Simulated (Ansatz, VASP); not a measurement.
**NaI in VASP and in Ansatz**

```
CELL_PARAMETERS angstrom
0.00000 3.23640 3.23640
3.23640 0.00000 3.23640
3.23640 3.23640 0.00000
ATOMIC_POSITIONS crystal
I 0.50000 0.50000 0.50000
Na 0.00000 0.00000 0.00000
```

Alike in both runs: task single point; functional PBEsol; k mesh 6 × 6 × 6; occupations fermi-dirac, width 0.05 eV; no spin polarisation.

```csv
,VASP,Ansatz
version,VASP 6.6.1,Ansatz 0.2.0
potentials or method,"VASP PAW PBE potentials, release 64 (I, Na_pv), cutoff 500 eV",all-electron PAW datasets made for the crystal
```

```tsv
	VASP	Ansatz	Ansatz less VASP
gap on the k mesh at the Fermi level (eV)	3.51	3.51	+0.004
least direct gap on the mesh (eV)	3.51	3.51	+0.004
pressure (GPa)	-0.5	-0.5	-0.02
```

VASP's potentials were made for PBE, not for PBEsol. Ansatz ran all-electron here, and VASP with PAW potentials.

Spin-orbit coupling is off throughout.
